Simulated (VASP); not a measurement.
# Ge (Imma) in VASP: single point with PBEsol

Aim: the single point of Ge with PBEsol.

All numbers are computed with VASP 6.6.1; they aren't measurements. Logs are shortened: lines on timing, memory, paths and dates and some standing lists are left out, and cuts for length are marked.

**1. The cell of the first run**

The typed cell holds 2 atoms: a = 3.881 Å, b = 3.881 Å, c = 3.881 Å, α = 97.47°, β = 97.50°, γ = 137.69°.

**2. Single point, PBEsol**

INCAR

```
SYSTEM = Ge
PREC = Accurate ; ENCUT = 520
EDIFF = 1E-6 ; ISMEAR = 0
SIGMA = 0.1 ; LREAL = .False.
LASPH = .True. ; NELM = 100
ALGO = Normal ; ISIF = 2
LWAVE = .False. ; LCHARG = .False.
GGA = PS ; NBANDS = 21
```

KPOINTS

```
regular mesh
0
Gamma
  22 22 22
  0 0 0
```

POSCAR

```
Ge
1.0
   -2.5594432726      2.5587452461      1.4004634090
    2.5594432726     -2.5587452461      1.4004634090
    2.5594432726      2.5587452461     -1.4004634090
Ge
2
Direct
    0.1247479730      0.8747479730      0.2500000000
    0.8752520270      0.1252520270      0.7500000000
```

Potentials or basis: VASP PAW PBE potentials, release 64 (Ge_d).

On the command line:

```bash
$ cat potpaw_PBE.64/Ge_d/POTCAR > POTCAR
$ mpirun -np 1 vasp_std > vasp.out
```

OUTCAR:

```text
SYSTEM = Ge
   PREC = Accurate
   ENCUT = 520
   EDIFF = 1E-6
   ISMEAR = 0
   LREAL = .False.
   LASPH = .True.
   NELM = 100
   ISIF = 2
   GGA = PS

 ion  position               nearest neighbor table
   1  0.125  0.875  0.250-   2 2.65   2 2.65   2 2.65   2 2.65
   2  0.875  0.125  0.750-   1 2.65   1 2.65   1 2.65   1 2.65

  LATTYP: Found a body centered orthorhombic cell.
 ALAT       =     2.8009268180
 B/A-ratio  =     1.8270704037
 C/A-ratio  =     1.8275688291

  Lattice vectors:

 A1 = (  -2.5594432726,   2.5587452461,  -1.4004634090)
 A2 = (  -2.5594432726,  -2.5587452461,   1.4004634090)
 A3 = (   2.5594432726,   2.5587452461,   1.4004634090)

Analysis of symmetry for initial positions (statically):
=====================================================================
 Subroutine PRICEL returns:
 Original cell was already a primitive cell.

 Routine SETGRP: Setting up the symmetry group for a
 body centered orthorhombic supercell.

 Subroutine GETGRP returns: Found  8 space group operations
 (whereof  4 operations were pure point group operations)
 out of a pool of  8 trial point group operations.

The static configuration has the point symmetry C_2h.
 The point group associated with its full space group is D_2h.

Analysis of symmetry for dynamics (positions and initial velocities):
=====================================================================
 Subroutine PRICEL returns:
 Original cell was already a primitive cell.

 Routine SETGRP: Setting up the symmetry group for a
 body centered orthorhombic supercell.

 Subroutine GETGRP returns: Found  8 space group operations
 (whereof  4 operations were pure point group operations)
 out of a pool of  8 trial point group operations.

The dynamic configuration has the point symmetry C_2h.
 The point group associated with its full space group is D_2h.

 Subroutine INISYM returns: Found  8 space group operations
 (whereof  4 operations are pure point group operations),
 and found     1 'primitive' translations

----------------------------------------------------------------------------------------

                                     Primitive cell

  volume of cell :      36.6863

  direct lattice vectors                    reciprocal lattice vectors
    -2.559443273  2.558745246  1.400463409     0.000000000  0.195408277  0.357024680
     2.559443273 -2.558745246  1.400463409     0.195354984  0.000000000  0.357024680
     2.559443273  2.558745246 -1.400463409     0.195354984  0.195408277  0.000000000

  length of vectors
     3.880621711  3.880621711  3.880621711     0.407002477  0.406976893  0.276311354

  position of ions in fractional coordinates (direct lattice)
     0.124747973  0.874747973  0.250000000
     0.875252027  0.125252027  0.750000000

  ion indices of the primitive-cell ions
   primitive index   ion index
                 1           1
                 2           2

----------------------------------------------------------------------------------------

 KPOINTS: regular mesh

Automatic generation of k-mesh.
 Grid dimensions read from file:
 generate k-points for:   22   22   22

 Generating k-lattice:

  Cartesian coordinates                     Fractional coordinates (reciprocal lattice)
     0.000000000  0.008882194  0.016228395     0.045454545  0.000000000  0.000000000
     0.008879772  0.000000000  0.016228395     0.000000000  0.045454545  0.000000000
     0.008879772  0.008882194  0.000000000     0.000000000  0.000000000  0.045454545

  Length of vectors
     0.018500113  0.018498950  0.012559607

  Shift w.r.t. Gamma in fractional coordinates (k-lattice)
     0.000000000  0.000000000  0.000000000

 Subroutine IBZKPT returns following result:
 ===========================================

 Found   1530 irreducible k-points:

 Following reciprocal coordinates:
            Coordinates               Weight
  0.000000  0.000000  0.000000      1.000000
  0.045455 -0.000000  0.000000      4.000000
  0.090909 -0.000000  0.000000      4.000000
  0.136364 -0.000000  0.000000      4.000000
  0.181818  0.000000 -0.000000      4.000000
  0.227273 -0.000000  0.000000      4.000000
[... 16 lines left out ...]
  0.454545  0.045455  0.000000      8.000000
  0.500000  0.045455 -0.000000      8.000000
 [... further k-points ...]
   k-points           NKPTS =   1530   k-points in BZ     NKDIM =   1530   number of bands    NBANDS=     21
   number of dos      NEDOS =    301   number of ions     NIONS =      2
   total plane-waves  NPLWV =  27000
   dimension x,y,z NGX =    30 NGY =   30 NGZ =   30
   dimension x,y,z NGXF=    60 NGYF=   60 NGZF=   60
   ions per type =               2
   NGX,Y,Z   is equivalent  to a cutoff of  12.85, 12.85, 12.85 a.u.
   NGXF,Y,Z  is equivalent  to a cutoff of  25.70, 25.70, 25.70 a.u.
 SYSTEM =  Ge
   PREC   = accura    normal or accurate (medium, high low for compatibility)
   ISTART =      0    job   : 0-new  1-cont  2-samecut
   ICHARG =      2    charge: 1-file 2-atom 10-const
   ISPIN  =      1    spin polarized calculation?
   LNONCOLLINEAR =      F non collinear calculations
   LSORBIT =      F    spin-orbit coupling
   LASPH  =      T    aspherical Exc in radial PAW
   ENCUT  =  520.0 eV  38.22 Ry    6.18 a.u.   7.22  7.22  7.22*2*pi/ulx,y,z
   NELM   =    100;   NELMIN=  2; NELMDL= -5     # of ELM steps
   EDIFF  = 0.1E-05   stopping-criterion for ELM
   LREAL  =      F    real-space projection
   EDIFFG = 0.1E-04   stopping-criterion for IOM
   NSW    =      0    number of steps for IOM
   IBRION =     -1    ionic relax: 0-MD 1-quasi-New 2-CG
   NFREE  =      0    steps in history (QN), initial steepest desc. (CG)
   ISIF   =      2    stress and relaxation
   ISYM   =      2    0-nonsym 1-usesym 2-fastsym
   POTIM  = 0.5000    time-step for ionic-motion
   TEBEG  =    0.0;   TEEND  =   0.0 temperature during run
   PSTRESS=    0.0 pullay stress
   NELECT =      28.0000    total number of electrons
   NUPDOWN=      -1.0000    fix difference up-down
   EMIN   =  10.00;   EMAX   =-10.00  energy-range for DOS
   EFERMI =   0.00;   METHOD = LEGACY
   ISMEAR =     0;   SIGMA  =   0.10  broadening in eV -4-tet -1-fermi 0-gaus
   EFERMI_NEDOS =   21; number of points for ismear=-14 and -15
   IALGO  =     38    algorithm
   IMIX   =      4    mixing-type and parameters
     AMIX     =   0.40;   BMIX     =  1.00
     AMIX_MAG =   1.60;   BMIX_MAG =  1.00
  volume/ion in A,a.u.               =      18.34       123.79
  Fermi-wavevector in a.u.,A,eV,Ry     =   1.496096  2.827211 30.453956  2.238303
  Thomas-Fermi vector in A             =   2.608156
   LORBIT       =      0    0 simple, 1 ext, 2 COOP (PROOUT), +10 PAW based schemes
   GGA     = PS    functional components
   LHFCALC =     F    Hartree Fock is set to
   AEXX    =    0.0000 exact exchange contribution
   IVDW    =     0    specifies the selected vdW correction
   LEPSILON=     F    determine dielectric tensor
   LRPA    =     F    only Hartree local field effects (RPA)
 non-spin polarized calculation
 Gauss-broadening in eV      SIGMA  =   0.10
  energy-cutoff  :      520.00
  volume of cell :       36.69
 maximum number of plane-waves:      1005
 NGX is ok and might be reduce to    30
   NGX = 15   NGY = 15   NGZ = 15

 number of electron      28.0000008 magnetization

 Free energy of the ion-electron system (eV)
  ---------------------------------------------------
  ext. energy  EPLUGINS =         0.00000000
  ---------------------------------------------------
  free energy    TOTEN  =        -9.53987152 eV

  energy without entropy =       -9.53592452  energy(sigma->0) =       -9.53789802

 E-fermi :   6.7625     XC(G=0): -11.5194

 val. band max:        6.7618020872   @ k =  -0.2727  -0.4091   0.0455
 cond. band min:       6.7651871298   @ k =   0.3636   0.2273  -0.0000
 fundamental gap:      0.0033850426
 Fermi energy:         6.7624501058

 k-point     1 :       0.0000    0.0000    0.0000
  band No.  band energies     occupation
      1     -17.9168      2.00000
      2     -17.8657      2.00000
      3     -17.8386      2.00000
      4     -17.8325      2.00000
      5     -17.7290      2.00000
      6     -17.7285      2.00000
[... 13 lines left out ...]
     20      18.4770      0.00000
     21      19.4052      0.00000

 k-point     2 :       0.0455   -0.0000    0.0000
  band No.  band energies     occupation
      1     -17.9160      2.00000
      2     -17.8629      2.00000
      3     -17.8374      2.00000
      4     -17.8291      2.00000
      5     -17.7312      2.00000
      6     -17.7311      2.00000
[... 13 lines left out ...]
     20      18.5085      0.00000
     21      19.6205      0.00000

 k-point     3 :       0.0909   -0.0000    0.0000
  band No.  band energies     occupation
      1     -17.9134      2.00000
      2     -17.8550      2.00000
      3     -17.8341      2.00000
      4     -17.8196      2.00000
      5     -17.7372      2.00000
      6     -17.7358      2.00000
[... 13 lines left out ...]
     20      18.2428      0.00000
     21      18.8023      0.00000

 k-point     4 :       0.1364   -0.0000    0.0000
  band No.  band energies     occupation
      1     -17.9092      2.00000
      2     -17.8430      2.00000
      3     -17.8289      2.00000
      4     -17.8059      2.00000
      5     -17.7453      2.00000
      6     -17.7398      2.00000
[... 13 lines left out ...]
     20      17.3969      0.00000
     21      17.9221      0.00000

 k-point     5 :       0.1818    0.0000   -0.0000
  band No.  band energies     occupation
      1     -17.9035      2.00000
      2     -17.8290      2.00000
      3     -17.8223      2.00000
      4     -17.7922      2.00000
      5     -17.7546      2.00000
      6     -17.7401      2.00000
[... 13 lines left out ...]
     20      16.5752      0.00000
     21      17.5099      0.00000
[... 382 lines left out ...]
     20      16.3691      0.00000
     21      19.1821      0.00000

 k-point    22 :       0.4091    0.0455    0.0000
  band No.  band energies     occupation
      1     -17.8736      2.00000
      2     -17.8193      2.00000
      3     -17.8150      2.00000
      4     -17.7899      2.00000
      5     -17.7630      2.00000
      6     -17.7604      2.00000
[... 13 lines left out ...]
     20      17.6749      0.00000
     21      19.6104      0.00000

 k-point    23 :       0.4545    0.0455    0.0000
  band No.  band energies     occupation
      1     -17.8703      2.00000
      2     -17.8244      2.00000
      3     -17.8175      2.00000
      4     -17.7884      2.00000
      5     -17.7617      2.00000
      6     -17.7592      2.00000
[... 13 lines left out ...]
     20      18.5101      0.00000
     21      19.0296      0.00000

 k-point    24 :       0.5000    0.0455   -0.0000
  band No.  band energies     occupation
      1     -17.8692      2.00000
      2     -17.8250      2.00000
      3     -17.8166      2.00000
      4     -17.7889      2.00000
      5     -17.7608      2.00000
      6     -17.7589      2.00000
[... 13 lines left out ...]
     20      18.5093      0.00000
     21      18.9984      0.00000

 [... further k-points ...]
[... 5 lines left out ...]
  --------------------------------------------------------------------------------------
  -------------------------------------------------------------------------------------
  Total       -0.0228651     -0.0208139     -0.0023120      0.0000000      0.0000000      0.0000000
  in kB       -0.9985725     -0.9089917     -0.1009712      0.0000000      0.0000000      0.0000000
  external PRESSURE =      -0.6695118 kB  Pullay stress =       0.0000000 kB

 VOLUME and BASIS-vectors are now :
 -----------------------------------------------------------------------------
  energy-cutoff  :      520.00
  volume of cell :       36.69
      direct lattice vectors                 reciprocal lattice vectors
    -2.559443273  2.558745246  1.400463409     0.000000000  0.195408277  0.357024680
     2.559443273 -2.558745246  1.400463409     0.195354984  0.000000000  0.357024680
     2.559443273  2.558745246 -1.400463409     0.195354984  0.195408277  0.000000000

 POSITION                                       TOTAL-FORCE (eV/Angst)
 -----------------------------------------------------------------------------------
      2.55944     -1.27937      1.04964        -0.000000      0.000000      0.000190
      0.00000      3.83812      0.35082         0.000000     -0.000000     -0.000190
 -----------------------------------------------------------------------------------
    total drift:                               -0.000000      0.000000     -0.000000

  FREE ENERGIE OF THE ION-ELECTRON SYSTEM (eV)
  ---------------------------------------------------
  free  energy   TOTEN  =        -9.5398715220 eV

  energy  without entropy=       -9.5359245198  energy(sigma->0) =       -9.53789802
```

Run time: 14 min. Hardware: 1 thread of Intel Xeon Platinum 8488C (Sapphire Rapids), shared host; peak memory 0.92 GiB.

Results:

```
Free energy            : -9.5399 eV
Pressure               : -0.1 GPa
Band gap on the k mesh : zero (band 14 reaches 8.71 eV, above the bottom of band 15 at 3.22 eV)
```

Caveat: the PAW data sets were made with another functional, which shifts forces and pressure a little.
